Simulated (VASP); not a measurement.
Input of a VASP 6.6.1 run:

File INCAR:

```
  PREC = Accurate
  ENCUT = 520
  EDIFF = 1E-6
  ISMEAR = 0
  SIGMA = 0.15
  LREAL = F
  LASPH = T
  NELM = 100
  ALGO = Fast
  ISIF = 2
  LWAVE = F
  LCHARG = F
  GGA = PE
  NBANDS = 34
```

Contents of KPOINTS:

```
regular mesh
0
Gamma
  12 12 12
```

The input POSCAR:

```
CoW3
1.0
    4.0941677610      0.0000000000      0.0000000000
    0.0000000000      4.0941677610      0.0000000000
    0.0000000000      0.0000000000      3.7042470218
Co W
1 3
Direct
    0.0000000000      0.0000000000      0.0000000000
    0.0000000000      0.5000000000      0.5000000000
    0.5000000000      0.0000000000      0.5000000000
    0.5000000000      0.5000000000      0.0000000000
```

Potentials or basis: VASP PAW PBE potentials, release 64 (Co, W_sv).

Run with:

```sh
$ cat potpaw_PBE.64/Co/POTCAR potpaw_PBE.64/W_sv/POTCAR > POTCAR
$ mpirun -np 1 vasp_std > vasp.out
```

(1) What does it give for the band gap on the k mesh?

(2) What does it give for the pressure?

## Answers

(1) zero (an odd number of electrons rules out a gap without spin polarisation).

(2) -11.1 GPa.

Caveat: the cell differs from its parent crystal (strain +0.050 along x and y, -0.050 along z); the cell stands under tension; spin-orbit coupling is left out, which moves the levels of the heavy elements; the run has no spin polarisation, though such a crystal can be magnetic.
